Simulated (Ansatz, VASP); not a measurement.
## Sr in VASP and in Ansatz

INCAR

```
PREC = Accurate ; ENCUT = 520
EDIFF = 1E-6 ; ISMEAR = 0
SIGMA = 0.15 ; LREAL = F
LASPH = T ; NELM = 100
ALGO = Fast ; ISIF = 2
LWAVE = F ; LCHARG = F
NBANDS = 17
```

File KPOINTS:

```
Automatic mesh
0
Gamma
  12 12 8
```

Contents of POSCAR:

```
Sr
1.0
    3.9108698915      0.0000000000      0.0000000000
   -1.9554349458      3.5528298300      0.0000000000
    0.0000000000      0.0000000000      6.7154259278
Sr
2
Direct
    0.2195721696      0.6666666667      0.2500000000
    0.7804278304      0.3333333333      0.7500000000
```

Input for Ansatz:

```yaml
crystal:
  lattice:
    - [3.9108698915, 0.0, 0.0]
    - [-1.9554349458, 3.55282983, 0.0]
    - [0.0, 0.0, 6.7154259278]
  atoms:
    - { symbol: Sr, position: [0.2195721696, 0.6666666667, 0.25] }
    - { symbol: Sr, position: [0.7804278304, 0.3333333333, 0.75] }
basis:
  ecutwfc: 420
kpoints:
  mp_grid: { grid: [12, 12, 8] }
hamiltonian:
  xc: lda
scf:
  occupations: { method: gaussian, width: 0.15 }
output:
  forces: true
  stress: true
  eigenvalues: true
```

Change from the starting cell: mode 4 frozen in at -0.467 Å, normal strain along x -0.0467.

Alike in both runs: task single point; functional LDA; k mesh 12 × 12 × 8; occupations gaussian, width 0.15 eV; no spin polarisation.

```csv
,VASP,Ansatz
version,VASP 6.6.1,Ansatz 0.2.0
potentials or method,"VASP PAW LDA potentials, release 64 (Sr_sv), cutoff 520 eV","scalar-relativistic, plane waves, PAW"
valence electrons in the cell,20,20
```

```csv
,VASP,Ansatz,Ansatz less VASP
gap on the k mesh at the Fermi level (eV),none,none,-
pressure (GPa),0.6,0.6,0.00
"traceless stress, the component that is largest in VASP (GPa)",1.00,1.00,-0.007
rms of the force components (eV/Å),0.182,0.181,-0.0006
```

LDA's correlation is that of Perdew and Zunger in VASP and of Perdew and Wang (1992) in Ansatz. Atom by atom the forces differ by 0.001 eV/Å (rms over components). A gap of «none» marks a metal or a gap that the smearing closes.
